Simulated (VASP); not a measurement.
# Ni: single point with PBEsol

Crystal: Ni.

```
Ni
1.0
    -1.38372    1.38372    1.38372
     1.38372   -1.38372    1.38372
     1.38372    1.38372   -1.38372
Ni
1
Direct
  0.00000 0.00000 0.00000
```

```
Program             : VASP 6.6.1
Task                : single point
Functional          : PBEsol
Potentials or basis : VASP PAW PBE potentials, release 64 (Ni)
Cutoff              : 600 eV
k mesh              : 6 × 6 × 6
Occupations         : gaussian, width 0.1 eV
Spin                : collinear spin, ferromagnetic start
Starting moments    : [1.0] μB
```

```json
{"Pressure": "-4.1 GPa", "Net moment": "0.14 μB per cell", "Site moments": "Ni +0.14 μB", "Valence electrons inside the program's atomic spheres": "Ni 9.37"}
```

Levels at points of the mesh, in eV from the Fermi level:
Spin up:
| k point | band 2 | band 3 | band 4 | band 5 | band 6 | band 7 | band 8 | band 9 |
| --- | --- | --- | --- | --- | --- | --- | --- | --- |
| (0.00, 0.00, 0.00) | -1.92 | -1.92 | -1.92 | -0.52 | -0.52 | 26.82 | 26.82 | 26.82 |
| (0.50, 0.00, 0.00) | -2.91 | -0.57 | -0.35 | 0.34 | 0.46 | 6.96 | 19.44 | 20.55 |
| (0.50, 0.50, 0.50) | -4.04 | 0.22 | 0.22 | 0.22 | 10.05 | 10.05 | 10.05 | 16.12 |
Spin down:
| k point | band 3 | band 4 | band 5 | band 6 | band 7 | band 8 |
| --- | --- | --- | --- | --- | --- | --- |
| (0.00, 0.00, 0.00) | -1.77 | -1.77 | -0.38 | -0.38 | 26.80 | 26.80 |
| (0.50, 0.00, 0.00) | -0.43 | -0.21 | 0.33 | 0.63 | 7.05 | 19.43 |
| (0.50, 0.50, 0.50) | 0.39 | 0.39 | 0.39 | 10.06 | 10.06 | 10.06 |

Run time: 9.4 s on 1 thread of Intel(R) Xeon(R) Platinum 8259CL CPU @ 2.50GHz (Skylake/Cascade Lake), with other jobs on the host, peak memory 0.13 GiB.

Caveat: the k points lie up to 0.54 Å⁻¹ apart; the PAW data sets were made with another functional, which shifts forces and pressure a little.
